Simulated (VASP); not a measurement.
Here is a VASP 6.6.1 calculation.

INCAR

```
SYSTEM = K2Nb2O
PREC     = Accurate       ! precision mode
ENCUT    = 520            ! plane-wave cutoff, eV
EDIFF    = 1E-6           ! SCF threshold, eV
ISMEAR   = 0              ! smearing method
SIGMA    = 0.1            ! smearing width, eV
LREAL    = .FALSE.        ! projectors in reciprocal space
LASPH    = .TRUE.         ! aspherical terms in the spheres
NELM     = 150            ! most SCF steps
ALGO     = Normal         ! electronic algorithm
ISIF     = 2              ! what is computed and relaxed
LWAVE    = .FALSE.        ! write WAVECAR
LCHARG   = .FALSE.        ! write CHGCAR
ISPIN    = 2              ! spin polarisation
MAGMOM   = 0.09 0.09 1.18 1.18 -0.05 ! initial moments
LORBIT   = 11             ! projections on sites
LMAXMIX  = 4              ! l up to which the mixer works
GGA      = PE             ! functional
NBANDS   = 37             ! bands
```

KPOINTS

```
regular mesh
0
G
  6 6 4
  0 0 0
```

The input POSCAR:

```
K2Nb2O
1.0
    4.5818875300      0.0000000000      0.0000000000
   -2.2909437700      3.9680310000      0.0000000000
    0.0000000000      0.0000000000      7.0705683000
K Nb O
2 2 1
Direct
    0.6666666700      0.3333333300      0.7413680000
    0.3333333300      0.6666666700      0.2586320000
    0.6666666700      0.3333333300      0.3533169900
    0.3333333300      0.6666666700      0.6466830100
    0.0000000000      0.0000000000      0.0000000000
```

Potentials or basis: VASP PAW PBE potentials, release 64 (K_sv, Nb_sv, O).

Launch:

```console
$ cat potpaw_PBE.64/K_sv/POTCAR potpaw_PBE.64/Nb_sv/POTCAR potpaw_PBE.64/O/POTCAR > POTCAR
$ mpirun -np 1 vasp_std > vasp.out
```

Predict the site moments.

K +0.07; Nb +1.13; O -0.04 μB.

Predict the largest force.

3.736 eV/Å.

Stress tensor (GPa, compression positive):
```
 1.73  0.00  0.00
 0.00  1.73  0.00
 0.00  0.00 -1.92
```

Caveat: forces of over 1 eV/Å act on the atoms, so gaps and moduli don't describe the material at rest.
